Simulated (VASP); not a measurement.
A run of VASP 6.6.1:

INCAR

```
SYSTEM = P
ALGO = Normal ; EDIFF = 1E-7
ENCUT = 520 ; ISIF = 2
ISMEAR = 0 ; LASPH = .TRUE.
LCHARG = .FALSE. ; LREAL = .FALSE.
LWAVE = .FALSE. ; NBANDS = 18
NELM = 100 ; PREC = Accurate
SIGMA = 0.05
```

Contents of KPOINTS:

```
k-points
0
G
  14 14 10
  0 0 0
```

POSCAR

```
P
1.0
    1.6530305192     -5.0804303547      0.0000000000
    1.6530305192      5.0804303547      0.0000000000
    0.0000000000      0.0000000000      4.1383512671
P
4
Direct
    0.3935285424      0.6064714576      0.5714059013
    0.6064714576      0.3935285424      0.4285940987
    0.8935285424      0.1064714576      0.9285940987
    0.1064714576      0.8935285424      0.0714059013
```

Potentials or basis: VASP PAW LDA potentials, release 64 (P).

Run with:

```bash
$ cat potpaw_LDA.64/P/POTCAR > POTCAR
$ mpirun -np 1 vasp_std > vasp.out
```

Hardware: 1 thread of Intel Xeon 8259CL, on a shared host.

Q: Estimate the wall time of this run.

A: Run time: 9.6 min on 1 thread of Intel Xeon 8259CL, on a shared host, peak memory 0.39 GiB. Counts: scf iterations 12, k points 342.
